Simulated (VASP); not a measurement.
# Ge (Immm) in VASP: further runs

The runs below take Ge through single point, with LDA.

All numbers are computed with VASP 6.6.1; they aren't measurements. Logs are shortened: lines on timing, memory, paths and dates and some standing lists are left out, and cuts for length are marked.

### 1 The cell of the first run

It takes space group Immm (No. 71, orthorhombic). Conventional cell: a = 2.923 Å, b = 3.012 Å, c = 4.197 Å, α = 90.00°, β = 90.00°, γ = 90.00°. Within 3.8 Å of Ge (site symmetry mmm) lie 12 Ge at 2.92 to 3.01 Å.

### 2 Single point, LDA (strain -0.0300 x Voigt [0, 0, 0, 0, 0, 1])

Input file INCAR:

```
SYSTEM = Ge
ALGO = Normal
EDIFF = 1E-7
ENCUT = 520
ISIF = 2
ISMEAR = 0
LASPH = .True.
LCHARG = .False.
LREAL = .False.
LWAVE = .False.
NBANDS = 13
NELM = 100
PREC = Accurate
SIGMA = 0.15
```

Input file KPOINTS:

```
k-points
0
Gamma
  20 20 20
  0 0 0
```

Input file POSCAR:

```
Ge
1.0
   -0.0314754079      2.0983605250      2.0983605250
    2.0983605250     -0.0314754079      2.0983605250
    2.0668851171      2.0668851171      0.0000000000
Ge
1
Direct
    0.0000000000      0.0000000000      0.0000000000
```

Potentials or basis: VASP PAW LDA potentials, release 64 (Ge_d).

Launch:

```console
> cat potpaw_LDA.64/Ge_d/POTCAR > POTCAR
> mpirun -np 1 vasp_std > vasp.out
```

OUTCAR:

```text
SYSTEM = Ge
   EDIFF = 1E-7
   ENCUT = 520
   ISIF = 2
   ISMEAR = 0
   LASPH = .True.
   LREAL = .False.
   NELM = 100
   PREC = Accurate

 ion  position               nearest neighbor table
   1  0.000  0.000  0.000-

  LATTYP: Found a body centered orthorhombic cell.
 ALAT       =     2.9230169645
 B/A-ratio  =     1.0304568528
 C/A-ratio  =     1.4357498095

  Lattice vectors:

 A1 = (   0.0314754079,  -2.0983605250,  -2.0983605250)
 A2 = (  -0.0314754079,   2.0983605250,  -2.0983605250)
 A3 = (   2.0983605250,  -0.0314754079,   2.0983605250)

Analysis of symmetry for initial positions (statically):
=====================================================================
 Subroutine PRICEL returns:
 Original cell was already a primitive cell.

 Routine SETGRP: Setting up the symmetry group for a
 body centered orthorhombic supercell.

 Subroutine GETGRP returns: Found  8 space group operations
 (whereof  8 operations were pure point group operations)
 out of a pool of  8 trial point group operations.

The static configuration has the point symmetry D_2h.

Analysis of symmetry for dynamics (positions and initial velocities):
=====================================================================
 Subroutine PRICEL returns:
 Original cell was already a primitive cell.

 Routine SETGRP: Setting up the symmetry group for a
 body centered orthorhombic supercell.

 Subroutine GETGRP returns: Found  8 space group operations
 (whereof  8 operations were pure point group operations)
 out of a pool of  8 trial point group operations.

The dynamic configuration has the point symmetry D_2h.

 Subroutine INISYM returns: Found  8 space group operations
 (whereof  8 operations are pure point group operations),
 and found     1 'primitive' translations

----------------------------------------------------------------------------------------

                                     Primitive cell

  volume of cell :      18.4745

  direct lattice vectors                    reciprocal lattice vectors
    -0.031475408  2.098360525  2.098360525    -0.234759867  0.234759867  0.238281265
     2.098360525 -0.031475408  2.098360525     0.234759867 -0.234759867  0.238281265
     2.066885117  2.066885117  0.000000000     0.241909914  0.241909914 -0.238281265

  length of vectors
     2.967696832  2.967696832  2.923016964     0.408659212  0.408659212  0.416915787

  position of ions in fractional coordinates (direct lattice)
     0.000000000  0.000000000  0.000000000

  ion indices of the primitive-cell ions
   primitive index   ion index
                 1           1

----------------------------------------------------------------------------------------

 KPOINTS: k-points

Automatic generation of k-mesh.
 Grid dimensions read from file:
 generate k-points for:   20   20   20

 Generating k-lattice:

  Cartesian coordinates                     Fractional coordinates (reciprocal lattice)
    -0.011737993  0.011737993  0.011914063     0.050000000  0.000000000  0.000000000
     0.011737993 -0.011737993  0.011914063     0.000000000  0.050000000  0.000000000
     0.012095496  0.012095496 -0.011914063    -0.000000000 -0.000000000  0.050000000

  Length of vectors
     0.020432961  0.020432961  0.020845789

  Shift w.r.t. Gamma in fractional coordinates (k-lattice)
     0.000000000  0.000000000  0.000000000

 Subroutine IBZKPT returns following result:
 ===========================================

 Found   1166 irreducible k-points:

 Following reciprocal coordinates:
            Coordinates               Weight
  0.000000  0.000000  0.000000      1.000000
  0.050000 -0.000000  0.000000      4.000000
  0.100000 -0.000000  0.000000      4.000000
  0.150000  0.000000  0.000000      4.000000
  0.200000 -0.000000  0.000000      4.000000
  0.250000 -0.000000  0.000000      4.000000
[... 16 lines left out ...]
 -0.400000  0.050000  0.000000      4.000000
 -0.350000  0.050000  0.000000      4.000000
 [... further k-points ...]
   k-points           NKPTS =   1166   k-points in BZ     NKDIM =   1166   number of bands    NBANDS=     13
   number of dos      NEDOS =    301   number of ions     NIONS =      1
   total plane-waves  NPLWV =  13824
   dimension x,y,z NGX =    24 NGY =   24 NGZ =   24
   dimension x,y,z NGXF=    48 NGYF=   48 NGZF=   48
   ions per type =               1
   NGX,Y,Z   is equivalent  to a cutoff of  13.44, 13.44, 13.65 a.u.
   NGXF,Y,Z  is equivalent  to a cutoff of  26.89, 26.89, 27.30 a.u.
 SYSTEM =  Ge
   PREC   = accura    normal or accurate (medium, high low for compatibility)
   ISTART =      0    job   : 0-new  1-cont  2-samecut
   ICHARG =      2    charge: 1-file 2-atom 10-const
   ISPIN  =      1    spin polarized calculation?
   LNONCOLLINEAR =      F non collinear calculations
   LSORBIT =      F    spin-orbit coupling
   LASPH  =      T    aspherical Exc in radial PAW
   ENCUT  =  520.0 eV  38.22 Ry    6.18 a.u.   5.52  5.52  5.43*2*pi/ulx,y,z
   NELM   =    100;   NELMIN=  2; NELMDL= -5     # of ELM steps
   EDIFF  = 0.1E-06   stopping-criterion for ELM
   LREAL  =      F    real-space projection
   EDIFFG = 0.1E-05   stopping-criterion for IOM
   NSW    =      0    number of steps for IOM
   IBRION =     -1    ionic relax: 0-MD 1-quasi-New 2-CG
   NFREE  =      0    steps in history (QN), initial steepest desc. (CG)
   ISIF   =      2    stress and relaxation
   ISYM   =      2    0-nonsym 1-usesym 2-fastsym
   POTIM  = 0.5000    time-step for ionic-motion
   TEBEG  =    0.0;   TEEND  =   0.0 temperature during run
   PSTRESS=    0.0 pullay stress
   NELECT =      14.0000    total number of electrons
   NUPDOWN=      -1.0000    fix difference up-down
   EMIN   =  10.00;   EMAX   =-10.00  energy-range for DOS
   EFERMI =   0.00;   METHOD = LEGACY
   ISMEAR =     0;   SIGMA  =   0.15  broadening in eV -4-tet -1-fermi 0-gaus
   EFERMI_NEDOS =   21; number of points for ismear=-14 and -15
   IALGO  =     38    algorithm
   IMIX   =      4    mixing-type and parameters
     AMIX     =   0.40;   BMIX     =  1.00
     AMIX_MAG =   1.60;   BMIX_MAG =  1.00
  volume/ion in A,a.u.               =      18.47       124.67
  Fermi-wavevector in a.u.,A,eV,Ry     =   1.492542  2.820496 30.309460  2.227682
  Thomas-Fermi vector in A             =   2.605057
   LORBIT       =      0    0 simple, 1 ext, 2 COOP (PROOUT), +10 PAW based schemes
   GGA     = CA    functional components
   LHFCALC =     F    Hartree Fock is set to
   AEXX    =    0.0000 exact exchange contribution
   IVDW    =     0    specifies the selected vdW correction
   LEPSILON=     F    determine dielectric tensor
   LRPA    =     F    only Hartree local field effects (RPA)
 non-spin polarized calculation
 Gauss-broadening in eV      SIGMA  =   0.15
  energy-cutoff  :      520.00
  volume of cell :       18.47
 maximum number of plane-waves:       531
 NGX is ok and might be reduce to    24
   NGX = 11   NGY = 11   NGZ = 11

 number of electron      13.9999995 magnetization

 Free energy of the ion-electron system (eV)
  ---------------------------------------------------
  ext. energy  EPLUGINS =         0.00000000
  ---------------------------------------------------
  free energy    TOTEN  =        -4.88011903 eV

  energy without entropy =       -4.87426139  energy(sigma->0) =       -4.87719021

 E-fermi :   6.8251     XC(G=0): -11.6815

 val. band max:        6.8243765478   @ k =  -0.2500   0.2000   0.5000
 cond. band min:       6.8283163431   @ k =  -0.4000   0.3500   0.1500
 fundamental gap:      0.0039397953
 Fermi energy:         6.8251416743

 k-point     1 :       0.0000    0.0000    0.0000
  band No.  band energies     occupation
      1     -18.0642      2.00000
      2     -18.0606      2.00000
      3     -18.0524      2.00000
      4     -18.0052      2.00000
      5     -18.0046      2.00000
      6      -6.6032      2.00000
      7      15.4351      0.00000
      8      15.7756      0.00000
      9      16.2005      0.00000
     10      20.5622      0.00000
     11      20.9582      0.00000
     12      21.5251      0.00000
     13      22.1199      0.00000

 k-point     2 :       0.0500   -0.0000    0.0000
  band No.  band energies     occupation
      1     -18.0636      2.00000
      2     -18.0600      2.00000
      3     -18.0510      2.00000
      4     -18.0052      2.00000
      5     -18.0045      2.00000
      6      -6.5413      2.00000
      7      14.8309      0.00000
      8      15.5887      0.00000
      9      16.0987      0.00000
     10      20.4003      0.00000
     11      21.0084      0.00000
     12      21.6977      0.00000
     13      23.0518      0.00000

 k-point     3 :       0.1000   -0.0000    0.0000
  band No.  band energies     occupation
      1     -18.0627      2.00000
      2     -18.0577      2.00000
      3     -18.0474      2.00000
      4     -18.0048      2.00000
      5     -18.0041      2.00000
      6      -6.3555      2.00000
      7      13.2808      0.00000
      8      15.3348      0.00000
      9      15.8348      0.00000
     10      20.0932      0.00000
     11      21.4140      0.00000
     12      22.1377      0.00000
     13      24.6336      0.00000

 k-point     4 :       0.1500    0.0000    0.0000
  band No.  band energies     occupation
      1     -18.0621      2.00000
      2     -18.0545      2.00000
      3     -18.0431      2.00000
      4     -18.0029      2.00000
      5     -18.0024      2.00000
      6      -6.0461      2.00000
      7      11.4406      0.00000
      8      15.0313      0.00000
      9      15.4908      0.00000
     10      19.8080      0.00000
     11      21.9006      0.00000
     12      22.5767      0.00000
     13      24.8146      0.00000

 k-point     5 :       0.2000   -0.0000    0.0000
  band No.  band energies     occupation
      1     -18.0620      2.00000
      2     -18.0521      2.00000
      3     -18.0403      2.00000
      4     -17.9983      2.00000
      5     -17.9979      2.00000
      6      -5.6136      2.00000
      7       9.5613      0.00000
      8      14.7226      0.00000
      9      15.1337      0.00000
     10      19.5713      0.00000
     11      22.0039      0.00000
     12      22.5135      0.00000
     13      24.3281      0.00000

 k-point     6 :       0.2500   -0.0000    0.0000
  band No.  band energies     occupation
      1     -18.0623      2.00000
      2     -18.0515      2.00000
      3     -18.0401      2.00000
      4     -17.9914      2.00000
      5     -17.9894      2.00000
      6      -5.0594      2.00000
      7       7.7316      0.00000
      8      14.4430      0.00000
      9      14.8042      0.00000
     10      19.4004      0.00000
     11      21.5540      0.00000
     12      21.9736      0.00000
     13      23.5673      0.00000

 k-point     7 :       0.3000    0.0000    0.0000
  band No.  band energies     occupation
      1     -18.0629      2.00000
      2     -18.0527      2.00000
      3     -18.0418      2.00000
      4     -17.9827      2.00000
      5     -17.9790      2.00000
      6      -4.3873      2.00000
      7       5.9917      2.00000
      8      14.2101      0.00000
      9      14.5236      0.00000
     10      19.3032      0.00000
     11      20.9490      0.00000
     12      21.3596      0.00000
     13      22.7981      0.00000
[... 193 lines left out ...]
 k-point    20 :       0.4500    0.0500    0.0000
  band No.  band energies     occupation
      1     -18.0668      2.00000
      2     -18.0552      2.00000
      3     -18.0451      2.00000
      4     -17.9664      2.00000
      5     -17.9540      2.00000
      6      -2.0850      2.00000
      7       2.0729      2.00000
      8      13.5180      0.00000
      9      13.7260      0.00000
     10      18.8409      0.00000
     11      19.9023      0.00000
     12      20.6995      0.00000
     13      22.2140      0.00000

 k-point    21 :       0.5000    0.0500    0.0000
  band No.  band energies     occupation
      1     -18.0664      2.00000
      2     -18.0563      2.00000
      3     -18.0462      2.00000
      4     -17.9623      2.00000
      5     -17.9525      2.00000
      6      -1.4100      2.00000
      7       1.1988      2.00000
      8      13.2838      0.00000
      9      13.8080      0.00000
     10      18.8885      0.00000
     11      19.9055      0.00000
     12      20.4295      0.00000
     13      22.0568      0.00000

 k-point    22 :      -0.4500    0.0500    0.0000
  band No.  band energies     occupation
      1     -18.0654      2.00000
      2     -18.0567      2.00000
      3     -18.0463      2.00000
      4     -17.9614      2.00000
      5     -17.9549      2.00000
      6      -1.5953      2.00000
      7       1.4291      2.00000
      8      13.1078      0.00000
      9      13.9653      0.00000
     10      19.0817      0.00000
     11      19.8907      0.00000
     12      20.3122      0.00000
     13      22.1379      0.00000

 k-point    23 :      -0.4000    0.0500    0.0000
  band No.  band energies     occupation
      1     -18.0638      2.00000
      2     -18.0565      2.00000
      3     -18.0452      2.00000
      4     -17.9638      2.00000
      5     -17.9610      2.00000
      6      -2.4032      2.00000
      7       2.5256      2.00000
      8      13.0018      0.00000
      9      14.1894      0.00000
     10      19.3991      0.00000
     11      19.8816      0.00000
     12      20.3544      0.00000
     13      22.4442      0.00000

 k-point    24 :      -0.3500    0.0500    0.0000
  band No.  band energies     occupation
      1     -18.0622      2.00000
      2     -18.0555      2.00000
      3     -18.0433      2.00000
      4     -17.9700      2.00000
      5     -17.9689      2.00000
      6      -3.2832      2.00000
      7       3.9356      2.00000
      8      12.9751      0.00000
      9      14.4701      0.00000
     10      19.6766      0.00000
     11      20.0674      0.00000
     12      20.5589      0.00000
     13      22.9286      0.00000

 [... further k-points ...]
[... 5 lines left out ...]
  --------------------------------------------------------------------------------------
  -------------------------------------------------------------------------------------
  Total       -0.1587347     -0.1587347     -0.1253768      0.0194730      0.0000000      0.0000000
  in kB      -13.7660668    -13.7660668    -10.8731417      1.6887727      0.0000000      0.0000000
  external PRESSURE =     -12.8017584 kB  Pullay stress =       0.0000000 kB

 VOLUME and BASIS-vectors are now :
 -----------------------------------------------------------------------------
  energy-cutoff  :      520.00
  volume of cell :       18.47
      direct lattice vectors                 reciprocal lattice vectors
    -0.031475408  2.098360525  2.098360525    -0.234759867  0.234759867  0.238281265
     2.098360525 -0.031475408  2.098360525     0.234759867 -0.234759867  0.238281265
     2.066885117  2.066885117  0.000000000     0.241909914  0.241909914 -0.238281265

 POSITION                                       TOTAL-FORCE (eV/Angst)
 -----------------------------------------------------------------------------------
      0.00000      0.00000      0.00000         0.000000     -0.000000      0.000000
 -----------------------------------------------------------------------------------
    total drift:                               -0.000000      0.000000     -0.000000

  FREE ENERGIE OF THE ION-ELECTRON SYSTEM (eV)
  ---------------------------------------------------
  free  energy   TOTEN  =        -4.8801190285 eV

  energy  without entropy=       -4.8742613915  energy(sigma->0) =       -4.87719021
```

It took 1.9 min on 1 thread of Intel Xeon Platinum 8259CL at 2.50GHz (Skylake/Cascade Lake), shared host; peak memory 0.35 GiB.

What came out:

- Free energy: -4.8801 eV
- Pressure: -1.3 GPa
- Band gap on the k mesh: zero (band 7 reaches 15.44 eV, above the bottom of band 8 at 4.31 eV)

Stress tensor (GPa, compression positive):
```
-1.38  0.17  0.00
 0.17 -1.38  0.00
 0.00  0.00 -1.09
```

Caveat: the cell differs from its parent crystal (strain -0.0300 x Voigt [0, 0, 0, 0, 0, 1]).

### 3 Single point, LDA (strain +0.0150 x Voigt [0, 0, 0, 0, 0, 1])

Input file INCAR:

```
  ALGO = Normal
  EDIFF = 1E-6
  ENCUT = 520
  GGA = CA
  ISIF = 2
  ISMEAR = 0
  LASPH = True
  LCHARG = False
  LREAL = False
  LWAVE = False
  NBANDS = 13
  NELM = 60
  PREC = Accurate
  SIGMA = 0.15
```

Input file KPOINTS:

```
k-points
0
Gamma
  20 20 20
```

Input file POSCAR:

```
Ge
1.0
    0.0157377039      2.0983605250      2.0983605250
    2.0983605250      0.0157377039      2.0983605250
    2.1140982289      2.1140982289      0.0000000000
Ge
1
Direct
    0.0000000000      0.0000000000      0.0000000000
```

Potentials or basis: VASP PAW LDA potentials, release 64 (Ge_d).

Launch:

```console
> cat potpaw_LDA.64/Ge_d/POTCAR > POTCAR
> mpirun -np 1 vasp_std > vasp.out
```

Run time: 100 s. Hardware: 1 thread of Intel Xeon Platinum 8259CL at 2.50GHz (Skylake/Cascade Lake), shared host; peak memory 0.35 GiB.

It converged, with:

```
Free energy            : -4.8803 eV
Pressure               : -1.1 GPa
Band gap on the k mesh : zero (band 7 reaches 15.62 eV, above the bottom of band 8 at 4.32 eV)
```

Stress tensor (GPa, compression positive):
```
-1.20 -0.07  0.00
-0.07 -1.20  0.00
 0.00  0.00 -1.06
```

Levels at points of the mesh, in eV from the Fermi level:
```csv
k point,band 4,band 5,band 6,band 7,band 8,band 9,band 10,band 11
"(0.00, 0.00, 0.00)",-24.82,-24.82,-13.42,8.80,8.98,9.19,13.98,14.20
"(0.50, 0.00, 0.00)",-24.77,-24.77,-7.95,-5.67,6.74,6.83,12.24,12.66
"(0.50, 0.50, 0.00)",-24.76,-24.76,-5.68,-4.42,2.36,2.82,6.38,6.90
"(0.00, 0.00, 0.50)",-24.78,-24.77,-8.13,-5.72,6.94,7.04,12.48,12.86
"(0.50, 0.00, 0.50)",-24.76,-24.76,-5.68,-4.42,2.59,2.59,6.50,6.78
```

Caveat: the cell differs from its parent crystal (strain +0.0150 x Voigt [0, 0, 0, 0, 0, 1]).
